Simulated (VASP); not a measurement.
Here is a VASP 6.6.1 calculation.

Contents of POSCAR:

```
NaF
1.0
    3.1775543222      0.0000000000      0.0000000000
   -1.5887771611      2.7518427650      0.0000000000
    0.0000000000      0.0000000000      5.5676310468
Na F
2 2
Direct
    0.0000000000      0.0000000000      0.0000000000
    0.0000000000      0.0000000000      0.5000000000
    0.3333333333      0.6666666667      0.2500000000
    0.6666666667      0.3333333333      0.7500000000
```

INCAR.step1

```
SYSTEM = NaF
PREC = Accurate ; ENCUT = 520
ISMEAR = 0 ; SIGMA = 0.01
LREAL = .False. ; LASPH = .True.
NELM = 100 ; NBANDS = 22
GGA = PE ; ALGO = Normal
EDIFF = 1E-4 ; LWAVE = .True.
LCHARG = .False.
```

The input INCAR.step2:

```
SYSTEM = NaF
PREC = Accurate ; ENCUT = 520
EDIFF = 1E-7 ; ISMEAR = 0
SIGMA = 0.01 ; LREAL = .False.
LASPH = .True. ; NELM = 100
ALGO = Normal ; ISIF = 2
LWAVE = .False. ; LCHARG = .False.
METAGGA = R2SCAN ; LMIXTAU = .True.
NBANDS = 22 ; ISTART = 1
```

KPOINTS

```
regular mesh
0
Gamma
  6 6 4
  0 0 0
```

Potentials or basis: VASP PAW PBE potentials, release 64 (Na_pv, F).

Launch:

```sh
$ cat potpaw_PBE.64/Na_pv/POTCAR potpaw_PBE.64/F/POTCAR > POTCAR
$ cp INCAR.step1 INCAR
$ mpirun -np 1 vasp_std > vasp.out
$ cp INCAR.step2 INCAR
$ mpirun -np 1 vasp_std > vasp.out
```

Estimate the pressure.

-0.5 GPa.

What does it give for the band gap on the k mesh?

7.22 eV.

Stress tensor (GPa, compression positive):
```
-0.47  0.00  0.00
 0.00 -0.47  0.00
 0.00  0.00 -0.64
```

Caveat: the PAW data sets were made with another functional, which shifts forces and pressure a little.
